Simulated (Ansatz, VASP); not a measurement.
One calculation of LiF, two programs

```
CELL_PARAMETERS angstrom
0.00000 2.68122 2.76353
2.61790 0.00000 2.76353
2.61790 2.68122 0.00000
ATOMIC_POSITIONS crystal
Li 0.25000 0.25000 0.25000
Li 0.75000 0.75000 0.75000
F 0.41335 0.58665 0.58665
F 0.58665 0.41335 0.41335
```

Alike in both runs: task single point; functional PBE; k mesh 6 × 6 × 6; occupations gaussian, width 0.1 eV; no spin polarisation.

|  | VASP | Ansatz |
| --- | --- | --- |
| version | VASP 6.6.1 | Ansatz 0.2.0 |
| potentials or method | VASP PAW PBE potentials, release 64 (Li_sv, F), cutoff 750 eV | scalar-relativistic, plane waves, PAW |
| valence electrons in the cell | 20 | 20 |

Ansatz gave:

```
gap on the k mesh at the Fermi level (eV) : 0.71
least direct gap on the mesh (eV)         : 1.46
rms of the force components (eV/Å)        : 40.802
```

Q: Estimate VASP's values.

A: gap on the k mesh at the Fermi level (eV): 0.70; least direct gap on the mesh (eV): 1.47; rms of the force components (eV/Å): 47.746.

Atom by atom the forces differ by 6.944 eV/Å (rms over components).

Noted on VASP's run: the standard files for N, O and F lose accuracy on very short bonds.
